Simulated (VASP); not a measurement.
# AlP (F-43m) in VASP: notebook

The runs below take AlP through relaxation of cell and atoms, with LDA.

Everything below comes from runs of VASP 6.6.1. Logs are shortened: lines on timing, memory, paths and dates and some standing lists are left out, and cuts for length are marked.

**1. The cell of the first run**

Symmetry: F-43m, No. 216, cubic system. The conventional cell has a = 5.434 Å, b = 5.434 Å, c = 5.434 Å, α = 90.00°, β = 90.00°, γ = 90.00°. Al (site symmetry -43m) has 4 P at 2.35 Å within 3.1 Å. Within 3.1 Å of P (site symmetry -43m) lie 4 Al at 2.35 Å.

**2. Relaxation of cell and atoms, LDA, target pressure 2 GPa, at which the enthalpy is minimised**

INCAR

```
SYSTEM = AlP
PREC = Accurate ; ENCUT = 500
EDIFF = 1E-7 ; ISMEAR = 0
SIGMA = 0.01 ; LREAL = .False.
LASPH = .True. ; NELM = 120
ALGO = Normal ; ISIF = 3
LWAVE = .False. ; LCHARG = .False.
GGA = CA ; IBRION = 2
NSW = 100 ; EDIFFG = -0.002
PSTRESS = 20.0 ; GGA_COMPAT = .False.
NELMIN = 4
```

KPOINTS

```
Automatic mesh
0
Gamma
  8 8 8
  0 0 0
```

POSCAR

```
AlP
1.0
    0.0000000000      2.7169254661      2.7169254661
    2.7169254661      0.0000000000      2.7169254661
    2.7169254661      2.7169254661      0.0000000000
Al P
1 1
Direct
    0.0000000000      0.0000000000      0.0000000000
    0.7500000000      0.7500000000      0.7500000000
```

Potentials or basis: VASP PAW LDA potentials, release 64 (Al, P).

Command:

```sh
$ cat potpaw_LDA.64/Al/POTCAR potpaw_LDA.64/P/POTCAR > POTCAR
$ mpirun -np 1 vasp_std > vasp.out
```

OUTCAR:

```text
SYSTEM = AlP
   PREC = Accurate
   ENCUT = 500
   EDIFF = 1E-7
   ISMEAR = 0
   LREAL = .False.
   LASPH = .True.
   NELM = 120
   ISIF = 3
   GGA = CA
   IBRION = 2
   NSW = 100
   EDIFFG = -0.002
   PSTRESS = 20.0
   NELMIN = 4

 ion  position               nearest neighbor table
   1  0.000  0.000  0.000-   2 2.35   2 2.35   2 2.35   2 2.35
   2  0.750  0.750  0.750-   1 2.35   1 2.35   1 2.35   1 2.35

  LATTYP: Found a face centered cubic cell.
 ALAT       =     5.4338509322

  Lattice vectors:

 A1 = (   0.0000000000,   2.7169254661,   2.7169254661)
 A2 = (   2.7169254661,   0.0000000000,   2.7169254661)
 A3 = (   2.7169254661,   2.7169254661,   0.0000000000)

Analysis of symmetry for initial positions (statically):
=====================================================================
 Subroutine PRICEL returns:
 Original cell was already a primitive cell.

 Routine SETGRP: Setting up the symmetry group for a
 face centered cubic supercell.

 Subroutine GETGRP returns: Found 24 space group operations
 (whereof 24 operations were pure point group operations)
 out of a pool of 48 trial point group operations.

The static configuration has the point symmetry T_d .

Analysis of symmetry for dynamics (positions and initial velocities):
=====================================================================
 Subroutine PRICEL returns:
 Original cell was already a primitive cell.

 Routine SETGRP: Setting up the symmetry group for a
 face centered cubic supercell.

 Subroutine GETGRP returns: Found 24 space group operations
 (whereof 24 operations were pure point group operations)
 out of a pool of 48 trial point group operations.

The dynamic configuration has the point symmetry T_d .

 Subroutine INISYM returns: Found 24 space group operations
 (whereof 24 operations are pure point group operations),
 and found     1 'primitive' translations

----------------------------------------------------------------------------------------

                                     Primitive cell

  volume of cell :      40.1110

  direct lattice vectors                    reciprocal lattice vectors
     0.000000000  2.716925466  2.716925466    -0.184031548  0.184031548  0.184031548
     2.716925466  0.000000000  2.716925466     0.184031548 -0.184031548  0.184031548
     2.716925466  2.716925466  0.000000000     0.184031548  0.184031548 -0.184031548

  length of vectors
     3.842312842  3.842312842  3.842312842     0.318751992  0.318751992  0.318751992

  position of ions in fractional coordinates (direct lattice)
     0.000000000  0.000000000  0.000000000
     0.750000000  0.750000000  0.750000000

  ion indices of the primitive-cell ions
   primitive index   ion index
                 1           1
                 2           2

----------------------------------------------------------------------------------------

 KPOINTS: Automatic mesh

Automatic generation of k-mesh.
 Grid dimensions read from file:
 generate k-points for:    8    8    8

 Generating k-lattice:

  Cartesian coordinates                     Fractional coordinates (reciprocal lattice)
    -0.023003944  0.023003944  0.023003944     0.125000000  0.000000000  0.000000000
     0.023003944 -0.023003944  0.023003944     0.000000000  0.125000000  0.000000000
     0.023003944  0.023003944 -0.023003944     0.000000000  0.000000000  0.125000000

  Length of vectors
     0.039843999  0.039843999  0.039843999

  Shift w.r.t. Gamma in fractional coordinates (k-lattice)
     0.000000000  0.000000000  0.000000000

 Subroutine IBZKPT returns following result:
 ===========================================

 Found     29 irreducible k-points:

 Following reciprocal coordinates:
            Coordinates               Weight
  0.000000  0.000000  0.000000      1.000000
  0.125000  0.000000  0.000000      8.000000
  0.250000  0.000000  0.000000      8.000000
  0.375000  0.000000  0.000000      8.000000
  0.500000  0.000000  0.000000      4.000000
  0.125000  0.125000  0.000000      6.000000
[... 16 lines left out ...]
  0.500000  0.250000  0.125000     48.000000
 -0.375000  0.250000  0.125000     24.000000
 [... further k-points ...]
   k-points           NKPTS =     29   k-points in BZ     NKDIM =     29   number of bands    NBANDS=      8
   number of dos      NEDOS =    301   number of ions     NIONS =      2
   total plane-waves  NPLWV =  21952
   dimension x,y,z NGX =    28 NGY =   28 NGZ =   28
   dimension x,y,z NGXF=    56 NGYF=   56 NGZF=   56
   ions per type =               1   1
   NGX,Y,Z   is equivalent  to a cutoff of  12.11, 12.11, 12.11 a.u.
   NGXF,Y,Z  is equivalent  to a cutoff of  24.23, 24.23, 24.23 a.u.
 SYSTEM =  AlP
   PREC   = accura    normal or accurate (medium, high low for compatibility)
   ISTART =      0    job   : 0-new  1-cont  2-samecut
   ICHARG =      2    charge: 1-file 2-atom 10-const
   ISPIN  =      1    spin polarized calculation?
   LNONCOLLINEAR =      F non collinear calculations
   LSORBIT =      F    spin-orbit coupling
   LASPH  =      T    aspherical Exc in radial PAW
   ENCUT  =  500.0 eV  36.75 Ry    6.06 a.u.   7.01  7.01  7.01*2*pi/ulx,y,z
   NELM   =    120;   NELMIN=  4; NELMDL= -5     # of ELM steps
   EDIFF  = 0.1E-06   stopping-criterion for ELM
   LREAL  =      F    real-space projection
   EDIFFG = -.2E-02   stopping-criterion for IOM
   NSW    =    100    number of steps for IOM
   IBRION =      2    ionic relax: 0-MD 1-quasi-New 2-CG
   NFREE  =      1    steps in history (QN), initial steepest desc. (CG)
   ISIF   =      3    stress and relaxation
   ISYM   =      2    0-nonsym 1-usesym 2-fastsym
   POTIM  = 0.5000    time-step for ionic-motion
   TEBEG  =    0.0;   TEEND  =   0.0 temperature during run
   PSTRESS=   20.0 pullay stress
   NELECT =       8.0000    total number of electrons
   NUPDOWN=      -1.0000    fix difference up-down
   EMIN   =  10.00;   EMAX   =-10.00  energy-range for DOS
   EFERMI =   0.00;   METHOD = LEGACY
   ISMEAR =     0;   SIGMA  =   0.01  broadening in eV -4-tet -1-fermi 0-gaus
   EFERMI_NEDOS =   21; number of points for ismear=-14 and -15
   IALGO  =     38    algorithm
   IMIX   =      4    mixing-type and parameters
     AMIX     =   0.40;   BMIX     =  1.00
     AMIX_MAG =   1.60;   BMIX_MAG =  1.00
  volume/ion in A,a.u.               =      20.06       135.34
  Fermi-wavevector in a.u.,A,eV,Ry     =   0.956497  1.807518 12.447796  0.914887
  Thomas-Fermi vector in A             =   2.085431
   LORBIT       =      0    0 simple, 1 ext, 2 COOP (PROOUT), +10 PAW based schemes
   GGA     = CA    functional components
   LHFCALC =     F    Hartree Fock is set to
   AEXX    =    0.0000 exact exchange contribution
   IVDW    =     0    specifies the selected vdW correction
   LEPSILON=     F    determine dielectric tensor
   LRPA    =     F    only Hartree local field effects (RPA)
 conjugate gradient relaxation of ions
 non-spin polarized calculation
 Gauss-broadening in eV      SIGMA  =   0.01
  energy-cutoff  :      500.00
  volume of cell :       40.11
 maximum number of plane-waves:      1036
   NGX = 13   NGY = 13   NGZ = 13

--------------------------------------- Ionic step        1  -------------------------------------------

 number of electron       8.0000000 magnetization

 Free energy of the ion-electron system (eV)
  ---------------------------------------------------
  ext. energy  EPLUGINS =         0.00000000
  ---------------------------------------------------
  free energy    TOTEN  =       -11.41224737 eV

  energy without entropy =      -11.41224737  energy(sigma->0) =      -11.41224737

------------------------ aborting loop because EDIFF is reached ----------------------------------------

  FORCE on cell =-STRESS in cart. coord.  units (eV):
  Direction    XX          YY          ZZ          XY          YZ          ZX
  --------------------------------------------------------------------------------------
  -------------------------------------------------------------------------------------
  Total        0.0131988      0.0131988      0.0131988     -0.0000000      0.0000000      0.0000000
  in kB        0.5272080      0.5272080      0.5272080     -0.0000000      0.0000000      0.0000000
  external PRESSURE =     -19.4727920 kB  Pullay stress =      20.0000000 kB
[... 61 lines left out ...]
  enthalpy is  TOTEN    =       -10.9138970511 eV   P V=        0.4832487856

--------------------------------------- Ionic step        3  -------------------------------------------

 number of electron       7.9999999 magnetization

 Free energy of the ion-electron system (eV)
  ---------------------------------------------------
  ext. energy  EPLUGINS =         0.00000000
  ---------------------------------------------------
  free energy    TOTEN  =       -11.40710433 eV

  energy without entropy =      -11.40710433  energy(sigma->0) =      -11.40710433

 E-fermi :   4.8720     XC(G=0):  -9.5818

 val. band max:        4.7773166044   @ k =   0.0000   0.0000   0.0000
 cond. band min:       6.1503042850   @ k =   0.5000   0.5000   0.0000
 fundamental gap:      1.3729876806
 Fermi energy:         4.8719580796

 k-point     1 :       0.0000    0.0000    0.0000
  band No.  band energies     occupation
      1      -6.9319      2.00000
      2       4.7773      2.00000
      3       4.7773      2.00000
      4       4.7773      2.00000
      5       8.1963      0.00000
      6       9.2978      0.00000
      7       9.2978      0.00000
      8       9.2978      0.00000
[... 243 lines left out ...]
 k-point    24 :      -0.3750    0.2500    0.1250
  band No.  band energies     occupation
      1      -4.8135      2.00000
      2      -0.5733      2.00000
      3       2.0666      2.00000
      4       3.2188      2.00000
      5       8.6540      0.00000
      6       9.2479      0.00000
      7      11.6912      0.00000
      8      12.5020      0.00000

 [... further k-points ...]

------------------------ aborting loop because EDIFF is reached ----------------------------------------

  FORCE on cell =-STRESS in cart. coord.  units (eV):
  Direction    XX          YY          ZZ          XY          YZ          ZX
  --------------------------------------------------------------------------------------
  -------------------------------------------------------------------------------------
  Total        0.4896673      0.4896673      0.4896673      0.0000000      0.0000000     -0.0000000
  in kB       19.9656118     19.9656118     19.9656118      0.0000000      0.0000000     -0.0000000
  external PRESSURE =      -0.0343882 kB  Pullay stress =      20.0000000 kB
[... 17 lines left out ...]
  FREE ENERGIE OF THE ION-ELECTRON SYSTEM (eV)
  ---------------------------------------------------
  free  energy   TOTEN  =       -11.4071043307 eV

  energy  without entropy=      -11.4071043307  energy(sigma->0) =      -11.40710433

  enthalpy is  TOTEN    =       -10.9165936721 eV   P V=        0.4905106586

 reached required accuracy - stopping structural energy minimisation
```

Wall time 29 s (1 thread of Intel Xeon 8259CL, shared host); peak memory 0.14 GiB.

Results:

```
Free energy                                                : -11.4071 eV
Relaxed volume                                             : 19.65 Å³/atom
Relaxed cell                                               : a = 3.816 Å, b = 3.816 Å, c = 3.816 Å, α = 60.00°, β = 60.00°, γ = 60.00°
Space group after relaxing (to 0.1 Å)                      : F-43m (No. 216)
Energy change on relaxing (the run minimises the enthalpy) : +2.6 meV/atom
Ionic steps                                                : 3
Pressure after relaxing                                    : 2.0 GPa
Band gap on the k mesh                                     : 1.37 eV (least direct gap 3.42 eV)
```

Step by step:
```
step  energy change (eV)  largest force (eV/Å)  pressure (GPa)  volume (Å³)
   1              0.0000                0.0000            0.05        40.11
   2              0.0151                0.0000            3.51        38.71
   3              0.0051                0.0000            2.00        39.29
```

Final structure:
```
Al P
1.0
     0.00000    2.69836    2.69836
     2.69836    0.00000    2.69836
     2.69836    2.69836    0.00000
Al P
1 1
Direct
  0.00000 0.00000 0.00000
  0.75000 0.75000 0.75000
```

Levels at points of the mesh, in eV from the valence-band top:
```tsv
k point	band 2	band 3	band 4	band 5	band 6	band 7
(0.00, 0.00, 0.00)	0.00	0.00	0.00	3.42	4.52	4.52
(0.50, 0.00, 0.00)	-5.74	-0.79	-0.79	2.80	4.74	4.74
(0.50, 0.50, 0.00)	-5.47	-2.19	-2.19	1.37	2.32	11.19
```

Caveat: the cell is relaxed towards a set pressure, so the run minimises the enthalpy, not the energy.

(Continued in part 2 of 4.)
